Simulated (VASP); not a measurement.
# Ti12H in VASP: single point with PBEsol

Aim: the single point of Ti12H with PBEsol.

All numbers are computed with VASP 6.6.1; they aren't measurements. Logs are shortened: lines on timing, memory, paths and dates and some standing lists are left out, and cuts for length are marked.

### Step 1. The cell of the first run

The cell holds a slab with vacuum, 13 atoms: a = 2.799 Å, b = 7.821 Å, c = 25.773 Å, α = 90.00°, β = 90.00°, γ = 90.00°.

### Step 2. Single point, PBEsol

INCAR

```
SYSTEM = Ti12H
PREC = Accurate ; ENCUT = 520
EDIFF = 1E-7 ; ISMEAR = 0
SIGMA = 0.1 ; LREAL = .FALSE.
LASPH = .TRUE. ; NELM = 80
ALGO = Normal ; ISIF = 2
LWAVE = .FALSE. ; LCHARG = .FALSE.
LDIPOL = .TRUE. ; IDIPOL = 3
DIPOL = 0.5 0.5 0.474 ; GGA = PS
NBANDS = 84
```

KPOINTS

```
Automatic mesh
0
G
  10 4 1
  0 0 0
```

POSCAR

```
Ti12H
1.0
    2.7987936508      0.0000000000      0.0000000000
    0.0000000000      7.8207117913      0.0000000000
    0.0000000000      0.0000000000     25.7729350869
Ti H
12 1
Direct
    0.0000000000      0.5000000000      0.3298033372
    0.5000000000      0.1666666667      0.3298033372
    0.5000000000      0.8333333333      0.3298033372
    0.0000000000      0.0000000000      0.4174008506
    0.5000000000      0.6666666667      0.4174008506
    0.5000000000      0.3333333333      0.4174008506
    0.0000000000      0.4982400908      0.5088038209
    0.5000000000      0.1671783532      0.5069657470
    0.5000000000      0.8325322641      0.5073185555
    0.0000000000     -0.0045934283      0.5867686765
    0.5000000000      0.6686371615      0.5933919743
    0.5000000000      0.3367522752      0.5917316675
    0.0000000000      0.7878335247      0.6310290043
```

Potentials or basis: VASP PAW PBE potentials, release 64 (Ti_sv, H).

Command:

```
cat potpaw_PBE.64/Ti_sv/POTCAR potpaw_PBE.64/H/POTCAR > POTCAR
mpirun -np 1 vasp_std > vasp.out
```

OUTCAR:

```text
SYSTEM = Ti12H
   PREC = Accurate
   ENCUT = 520
   EDIFF = 1E-7
   ISMEAR = 0
   LREAL = .FALSE.
   LASPH = .TRUE.
   NELM = 80
   ISIF = 2
   GGA = PS

 ion  position               nearest neighbor table
   1  0.000  0.500  0.330-
   2  0.500  0.167  0.330-   6 2.61   3 2.61
   3  0.500  0.833  0.330-   5 2.61   2 2.61
   4  0.000  0.000  0.417-
   5  0.500  0.667  0.417-   3 2.61   6 2.61   9 2.66
   6  0.500  0.333  0.417-   2 2.61   5 2.61   8 2.65
   7  0.000  0.498  0.509-  12 2.85  12 2.85  11 2.91  11 2.91
   8  0.500  0.167  0.507-  12 2.56   9 2.62   6 2.65  10 2.83  10 2.83
   9  0.500  0.833  0.507-  11 2.56   8 2.62   5 2.66  10 2.79  10 2.79
  10  0.000  0.995  0.587-   9 2.79   9 2.79   8 2.83   8 2.83  11 2.92  11 2.92
  11  0.500  0.669  0.593-   9 2.56  12 2.60   7 2.91   7 2.91  10 2.92  10 2.92
  12  0.500  0.337  0.592-   8 2.56  11 2.60   7 2.85   7 2.85
  13  0.000  0.788  0.631-

  LATTYP: Found a simple orthorhombic cell.
 ALAT       =     2.7987936508
 B/A-ratio  =     2.7943152540
 C/A-ratio  =     9.2085870923

  Lattice vectors:

 A1 = (   2.7987936508,   0.0000000000,   0.0000000000)
 A2 = (   0.0000000000,   7.8207117913,   0.0000000000)
 A3 = (   0.0000000000,   0.0000000000,  25.7729350869)

Analysis of symmetry for initial positions (statically):
=====================================================================
 Subroutine PRICEL returns:
 Original cell was already a primitive cell.

 Routine SETGRP: Setting up the symmetry group for a
 simple orthorhombic supercell.

 Subroutine GETGRP returns: Found  2 space group operations
 (whereof  2 operations were pure point group operations)
 out of a pool of  8 trial point group operations.

The static configuration has the point symmetry C_1h.

Analysis of symmetry for dynamics (positions and initial velocities):
=====================================================================
 Subroutine PRICEL returns:
 Original cell was already a primitive cell.

 Routine SETGRP: Setting up the symmetry group for a
 simple orthorhombic supercell.

 Subroutine GETGRP returns: Found  2 space group operations
 (whereof  2 operations were pure point group operations)
 out of a pool of  8 trial point group operations.

The dynamic configuration has the point symmetry C_1h.

 Subroutine INISYM returns: Found  2 space group operations
 (whereof  2 operations are pure point group operations),
 and found     1 'primitive' translations

----------------------------------------------------------------------------------------

                                     Primitive cell

  volume of cell :     564.1324

  direct lattice vectors                    reciprocal lattice vectors
     2.798793651  0.000000000  0.000000000     0.357296795  0.000000000  0.000000000
     0.000000000  7.820711791  0.000000000     0.000000000  0.127865599  0.000000000
     0.000000000  0.000000000 25.772935087     0.000000000  0.000000000  0.038800393

  length of vectors
     2.798793651  7.820711791 25.772935087     0.357296795  0.127865599  0.038800393

  position of ions in fractional coordinates (direct lattice)
     0.000000000  0.500000000  0.329803337
     0.500000000  0.166666667  0.329803337
     0.500000000  0.833333333  0.329803337
     0.000000000  0.000000000  0.417400851
     0.500000000  0.666666667  0.417400851
     0.500000000  0.333333333  0.417400851
     0.000000000  0.498240091  0.508803821
     0.500000000  0.167178353  0.506965747
     0.500000000  0.832532264  0.507318555
     0.000000000  0.995406572  0.586768677
     0.500000000  0.668637162  0.593391974
     0.500000000  0.336752275  0.591731667
     0.000000000  0.787833525  0.631029004

  ion indices of the primitive-cell ions
   primitive index   ion index
                 1           1
                 2           2
                 3           3
                 4           4
                 5           5
                 6           6
                 7           7
                 8           8
                 9           9
                10          10
                11          11
                12          12
                13          13

----------------------------------------------------------------------------------------

 KPOINTS: Automatic mesh

Automatic generation of k-mesh.
 Grid dimensions read from file:
 generate k-points for:   10    4    1

 Generating k-lattice:

  Cartesian coordinates                     Fractional coordinates (reciprocal lattice)
     0.035729679  0.000000000  0.000000000     0.100000000  0.000000000  0.000000000
     0.000000000  0.031966400  0.000000000     0.000000000  0.250000000  0.000000000
     0.000000000  0.000000000  0.038800393     0.000000000  0.000000000  1.000000000

  Length of vectors
     0.035729679  0.031966400  0.038800393

  Shift w.r.t. Gamma in fractional coordinates (k-lattice)
     0.000000000  0.000000000  0.000000000

 Subroutine IBZKPT returns following result:
 ===========================================

 Found     18 irreducible k-points:

 Following reciprocal coordinates:
            Coordinates               Weight
  0.000000  0.000000  0.000000      1.000000
  0.100000  0.000000  0.000000      2.000000
  0.200000  0.000000  0.000000      2.000000
  0.300000  0.000000  0.000000      2.000000
  0.400000  0.000000  0.000000      2.000000
  0.500000  0.000000  0.000000      1.000000
[... 10 lines left out ...]
  0.400000  0.500000  0.000000      2.000000
  0.500000  0.500000  0.000000      1.000000
   k-points           NKPTS =     18   k-points in BZ     NKDIM =     18   number of bands    NBANDS=     84
   number of dos      NEDOS =    301   number of ions     NIONS =     13
   total plane-waves  NPLWV = 276480
   dimension x,y,z NGX =    24 NGY =   60 NGZ =  192
   dimension x,y,z NGXF=    48 NGYF=  120 NGZF=  384
   ions per type =              12   1
   NGX,Y,Z   is equivalent  to a cutoff of  14.26, 12.75, 12.38 a.u.
   NGXF,Y,Z  is equivalent  to a cutoff of  28.51, 25.51, 24.77 a.u.
 SYSTEM =  Ti12H
   PREC   = accura    normal or accurate (medium, high low for compatibility)
   ISTART =      0    job   : 0-new  1-cont  2-samecut
   ICHARG =      2    charge: 1-file 2-atom 10-const
   ISPIN  =      1    spin polarized calculation?
   LNONCOLLINEAR =      F non collinear calculations
   LSORBIT =      F    spin-orbit coupling
   LASPH  =      T    aspherical Exc in radial PAW
   ENCUT  =  520.0 eV  38.22 Ry    6.18 a.u.   5.20 14.54 47.92*2*pi/ulx,y,z
   NELM   =     80;   NELMIN=  2; NELMDL= -5     # of ELM steps
   EDIFF  = 0.1E-06   stopping-criterion for ELM
   LREAL  =      F    real-space projection
   EDIFFG = 0.1E-05   stopping-criterion for IOM
   NSW    =      0    number of steps for IOM
   IBRION =     -1    ionic relax: 0-MD 1-quasi-New 2-CG
   NFREE  =      0    steps in history (QN), initial steepest desc. (CG)
   ISIF   =      2    stress and relaxation
   ISYM   =      2    0-nonsym 1-usesym 2-fastsym
   POTIM  = 0.5000    time-step for ionic-motion
   TEBEG  =    0.0;   TEEND  =   0.0 temperature during run
   PSTRESS=    0.0 pullay stress
   NELECT =     145.0000    total number of electrons
   NUPDOWN=      -1.0000    fix difference up-down
   EMIN   =  10.00;   EMAX   =-10.00  energy-range for DOS
   EFERMI =   0.00;   METHOD = LEGACY
   ISMEAR =     0;   SIGMA  =   0.10  broadening in eV -4-tet -1-fermi 0-gaus
   EFERMI_NEDOS =   21; number of points for ismear=-14 and -15
   IALGO  =     38    algorithm
   IMIX   =      4    mixing-type and parameters
     AMIX     =   0.40;   BMIX     =  1.00
     AMIX_MAG =   1.60;   BMIX_MAG =  1.00
  volume/ion in A,a.u.               =      43.39       292.84
  Fermi-wavevector in a.u.,A,eV,Ry     =   1.040888  1.966992 14.741190  1.083447
  Thomas-Fermi vector in A             =   2.175484
   LORBIT       =      0    0 simple, 1 ext, 2 COOP (PROOUT), +10 PAW based schemes
   GGA     = PS    functional components
   LHFCALC =     F    Hartree Fock is set to
   AEXX    =    0.0000 exact exchange contribution
   IVDW    =     0    specifies the selected vdW correction
   LEPSILON=     F    determine dielectric tensor
   LRPA    =     F    only Hartree local field effects (RPA)
 non-spin polarized calculation
 Gauss-broadening in eV      SIGMA  =   0.10
  energy-cutoff  :      520.00
  volume of cell :      564.13
 maximum number of plane-waves:     15226
 NGX is ok and might be reduce to    24
   NGX = 11   NGY = 29   NGZ = 95

 dipolmoment           0.000000      0.000000      0.000270 electrons x Angstroem

 number of electron     144.9999976 magnetization

 dipolmoment           0.000000      0.000000     -0.002021 electrons x Angstroem

 Free energy of the ion-electron system (eV)
  ---------------------------------------------------
  ext. energy  EPLUGINS =         0.00000000
  ---------------------------------------------------
  free energy    TOTEN  =       -98.57585618 eV

  energy without entropy =      -98.48937878  energy(sigma->0) =      -98.53261748

 E-fermi :   0.2739     XC(G=0):  -5.0001

 val. band max:        0.2726851815   @ k =   0.5000   0.2500   0.0000
 cond. band min:       0.2764951201   @ k =   0.0000   0.2500   0.0000
 fundamental gap:      0.0038099387
 Fermi energy:         0.2738991286

 k-point     1 :       0.0000    0.0000    0.0000
  band No.  band energies     occupation
      1     -56.4394      2.00000
      2     -56.3997      2.00000
      3     -56.2595      2.00000
      4     -56.2247      2.00000
      5     -56.1947      2.00000
      6     -56.1453      2.00000
[... 1555 lines left out ...]
     83       1.4252      0.00000
     84       1.4749      0.00000

------------------------ aborting loop because EDIFF is reached ----------------------------------------

 vacuum level on the upper side and lower side of the slab       (xc-potential included)        -0.092        -0.074

  FORCE on cell =-STRESS in cart. coord.  units (eV):
  Direction    XX          YY          ZZ          XY          YZ          ZX
  --------------------------------------------------------------------------------------
  -------------------------------------------------------------------------------------
  Total       -5.3353835     -4.3284803     -3.4272392      0.0000000      0.0305700      0.0000000
  in kB      -15.1528798    -12.2932011     -9.7336104      0.0000000      0.0868209      0.0000000
  external PRESSURE =     -12.3932305 kB  Pullay stress =       0.0000000 kB

 VOLUME and BASIS-vectors are now :
 -----------------------------------------------------------------------------
  energy-cutoff  :      520.00
  volume of cell :      564.13
      direct lattice vectors                 reciprocal lattice vectors
     2.798793651  0.000000000  0.000000000     0.357296795  0.000000000  0.000000000
     0.000000000  7.820711791  0.000000000     0.000000000  0.127865599  0.000000000
     0.000000000  0.000000000 25.772935087     0.000000000  0.000000000  0.038800393

 POSITION                                       TOTAL-FORCE (eV/Angst)
 -----------------------------------------------------------------------------------
      0.00000      3.91036      8.50000         0.000000     -0.003088      0.632428
      1.39940      1.30345      8.50000         0.000000     -0.016275      0.403617
      1.39940      6.51726      8.50000         0.000000      0.013318      0.421250
      0.00000      0.00000     10.75765         0.000000      0.015163     -0.614543
      1.39940      5.21381     10.75765         0.000000     -0.172161     -0.430067
      1.39940      2.60690     10.75765         0.000000      0.161487     -0.415957
      0.00000      3.89659     13.11337         0.000000      0.002920      0.006796
      1.39940      1.30745     13.06600         0.000000     -0.013174      0.015273
      1.39940      6.51099     13.07509         0.000000      0.006141      0.009305
      0.00000      7.78479     15.12275         0.000000      0.005605     -0.014659
      1.39940      5.22922     15.29345         0.000000     -0.013454     -0.009328
      1.39940      2.63364     15.25066         0.000000      0.010862     -0.007505
      0.00000      6.16142     16.26347         0.000000      0.002655      0.003388
 -----------------------------------------------------------------------------------
    total drift:                                0.000000     -0.000009      0.000439

  FREE ENERGIE OF THE ION-ELECTRON SYSTEM (eV)
  ---------------------------------------------------
  free  energy   TOTEN  =       -98.5758561842 eV

  energy  without entropy=      -98.4893787797  energy(sigma->0) =      -98.53261748

 vacuum level on the upper side and lower side of the slab         4.694         4.710
```

Run time: 36 min. Hardware: 1 thread of AMD EPYC 9R45 (Zen 5), shared host; peak memory 0.9 GiB.

What came out:

| Quantity | Value |
| --- | --- |
| Free energy | -98.5759 eV |
| Largest force | 0.632 eV/Å |
| Band gap on the k mesh | zero (an odd number of electrons rules out a gap without spin polarisation) |

Forces in eV/Å, atoms in the order of the input:
```
Ti   0.000 -0.003  0.632
Ti   0.000 -0.016  0.404
Ti   0.000  0.013  0.421
Ti   0.000  0.015 -0.615
Ti   0.000 -0.172 -0.430
Ti   0.000  0.161 -0.416
Ti   0.000  0.003  0.007
Ti   0.000 -0.013  0.015
Ti   0.000  0.006  0.009
Ti   0.000  0.006 -0.015
Ti   0.000 -0.013 -0.009
Ti   0.000  0.011 -0.008
H    0.000  0.003  0.003
```

Levels at points of the mesh, in eV from the Fermi level:
```
           k point  band 70  band 71  band 72  band 73  band 74  band 75
(0.00, 0.00, 0.00)    -0.27    -0.22    -0.15    -0.06    -0.05     0.03
(0.50, 0.00, 0.00)    -0.42    -0.30    -0.05     0.03     0.13     0.39
(0.00, 0.50, 0.00)    -0.25    -0.16    -0.05     0.08     0.19     0.29
(0.50, 0.50, 0.00)    -0.46    -0.01     0.19     0.27     0.32     0.33
```

Caveat: the PAW data sets were made with another functional, which shifts forces and pressure a little.
